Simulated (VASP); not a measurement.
Write the native input for VASP 6.6.1 that does the following.

```yaml
Task: single point
Functional: PBEsol
Potentials_or_basis: VASP PAW PBE potentials, release 64 (Ni, Ti_sv)
Cutoff: 520 eV
k_mesh: 7 × 9 × 6
Occupations: fermi-dirac, width 0.05 eV
Spin: collinear spin, ferromagnetic start
Starting_moments: "[1.0, 1.0, 1.0, 1.0] μB"
Dipole_correction: no
Further_INCAR_settings: ALGO = Normal; EDIFF = 1e-06; NBANDS = 34
```

The structure of TiNi lies in POSCAR:

```
TiNi
1.0
    4.0586184207      0.0000000000      0.0000000000
    0.0000000000      2.8370345064      0.0000000000
    0.0000000000      0.0000000000      4.5559730942
Ni Ti
2 2
Direct
    0.7500000000      0.0000000000      0.8209744100
    0.2500000000      0.0000000000      0.1790255900
    0.7500000000      0.5000000000      0.2744080600
    0.2500000000      0.5000000000      0.7255919400
```

This cell differs from its parent crystal: volume scaled by 0.98.

The input as run:

INCAR

```
PREC = Accurate
ENCUT = 520
EDIFF = 1E-6
ISMEAR = -1
SIGMA = 0.05
LREAL = False
LASPH = True
NELM = 150
ALGO = Normal
ISIF = 2
LWAVE = False
LCHARG = False
ISPIN = 2
MAGMOM = 1 1 1 1
LORBIT = 11
LMAXMIX = 4
GGA = PS
NBANDS = 34
```

KPOINTS

```
regular mesh
0
Gamma
  7 9 6
```

Potentials or basis: VASP PAW PBE potentials, release 64 (Ni, Ti_sv).

Command:

```bash
$ cat potpaw_PBE.64/Ni/POTCAR potpaw_PBE.64/Ti_sv/POTCAR > POTCAR
$ mpirun -np 1 vasp_std > vasp.out
```

It gave:

| Item | Value |
| --- | --- |
| Pressure | 0.5 GPa |
| Largest force | 0.150 eV/Å |
| Band gap on the k mesh | zero (filled and empty bands overlap) |
| Net moment | 0.00 μB per cell |
| Valence electrons inside the program's atomic spheres | Ni 9.46; Ti 10.31 |

Caveat: the PAW data sets were made with another functional, which shifts forces and pressure a little.

Wall time 4 min on 1 thread of Intel Xeon 6975P-C (shared host), peak memory 0.33 GiB.
